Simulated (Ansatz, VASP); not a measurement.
One calculation of Mg, two programs

```
Mg
1.0
     5.44231    0.00000    0.00000
     0.00000    5.44230    0.00902
     0.00000   -2.71855    1.57867
Mg
2
Direct
  0.25000 0.33213 0.99864
  0.75000 0.66787 0.00136
```

Change from the starting cell: band edges of the strained film's bulk.

Alike in both runs: task single point; functional PBE; k mesh 7 × 7 × 22; occupations gaussian, width 0.1 eV; no spin polarisation.

|  | VASP | Ansatz |
| --- | --- | --- |
| version | VASP 6.6.1 | Ansatz 0.2.0 |
| potentials or method | VASP PAW PBE potentials, release 64 (Mg), cutoff 520 eV | scalar-relativistic, plane waves, PAW |
| valence electrons in the cell | 4 | 20 |

```csv
,VASP,Ansatz,Ansatz less VASP
gap on the k mesh at the Fermi level (eV),none,none,-
pressure (GPa),-0.7,-0.5,+0.12
"traceless stress, the component that is largest in VASP (GPa)",-1.59,-1.59,-0.003
```

A gap of «none» marks a metal or a gap that the smearing closes. VASP's potentials hold 4 valence electrons a cell and Ansatz's 20, so a difference there can come from the potentials and not from the codes.
